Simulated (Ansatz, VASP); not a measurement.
One calculation of Si, two programs

```
Si
1.0
     2.65107    0.00000    0.00000
    -1.32553    2.29589    0.00000
     0.00000    0.00000    4.54174
Si
2
Direct
  0.23526 0.66667 0.25000
  0.76474 0.33333 0.75000
```

Change from the starting cell: mode 1 (-109.2 1/cm) frozen in, largest displacement -0.260 Å.

Alike in both runs: task single point; functional LDA; k mesh 24 × 24 × 14; occupations gaussian, width 0.15 eV; no spin polarisation.

```csv
,VASP,Ansatz
version,VASP 6.6.1,Ansatz 0.2.0
potentials or method,"VASP PAW LDA potentials, release 64 (Si), cutoff 520 eV","scalar-relativistic, plane waves, PAW"
valence electrons in the cell,8,8
```

```csv
,VASP,Ansatz,Ansatz less VASP
gap on the k mesh at the Fermi level (eV),none,none,-
pressure (GPa),1.5,1.4,-0.08
"traceless stress, the component that is largest in VASP (GPa)",1.19,1.19,+0.003
rms of the force components (eV/Å),0.155,0.154,-0.0005
```

LDA's correlation is that of Perdew and Zunger in VASP and of Perdew and Wang (1992) in Ansatz. Atom by atom the forces differ by 0.000 eV/Å (rms over components). A gap of «none» marks a metal or a gap that the smearing closes.
